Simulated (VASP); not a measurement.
Wanted: the native input for a VASP 6.6.1 run.

```yaml
Task: single point
Functional: PBE
Potentials_or_basis: VASP PAW PBE potentials, release 64 (Ti_sv, Si)
Cutoff: 520 eV
k_mesh: 22 × 22 × 22
Occupations: gaussian, width 0.15 eV
Spin: no spin polarisation
Dipole_correction: no
Further_INCAR_settings: ALGO = Normal; EDIFF = 1e-06; NBANDS = 17
```

The structure of TiSi2 lies in POSCAR:

```
TiSi2
1.0
   -1.4856866039      1.7475305359      4.2047460604
    1.4856866039     -1.7475305359      4.2047460604
    1.4856866039      1.7475305359     -4.2047460604
Ti Si
1 2
Direct
    0.0000000000      0.0000000000      0.0000000000
    0.3296402049      0.3296402049      0.0000000000
    0.6703597951      0.6703597951      0.0000000000
```

This cell differs from its parent crystal: strain +0.0250 x Voigt [0, 1, 0, 0, 0, 0].

The input as run:

INCAR

```
PREC = Accurate
ENCUT = 520
EDIFF = 1E-6
ISMEAR = 0
SIGMA = 0.15
LREAL = F
LASPH = T
NELM = 100
ALGO = Normal
ISIF = 2
LWAVE = F
LCHARG = T
GGA = PE
LELF = T
LVHAR = T
NBANDS = 17
```

KPOINTS

```
Automatic mesh
0
Gamma
  22 22 22
```

Potentials or basis: VASP PAW PBE potentials, release 64 (Ti_sv, Si).

Command:

```sh
$ cat potpaw_PBE.64/Ti_sv/POTCAR potpaw_PBE.64/Si/POTCAR > POTCAR
$ mpirun -np 1 vasp_std > vasp.out
```

It gave:

```
Pressure               : -3.3 GPa
Largest force          : 0.091 eV/Å
Band gap on the k mesh : zero (band 10 reaches 11.01 eV, above the bottom of band 11 at 8.60 eV)
```

Caveat: the cell differs from its parent crystal (strain +0.0250 x Voigt [0, 1, 0, 0, 0, 0]).

Wall time 22 min on 1 thread of Intel(R) Xeon(R) Platinum 8259CL CPU @ 2.50GHz (Skylake/Cascade Lake) (shared host), peak memory 1.1 GiB.
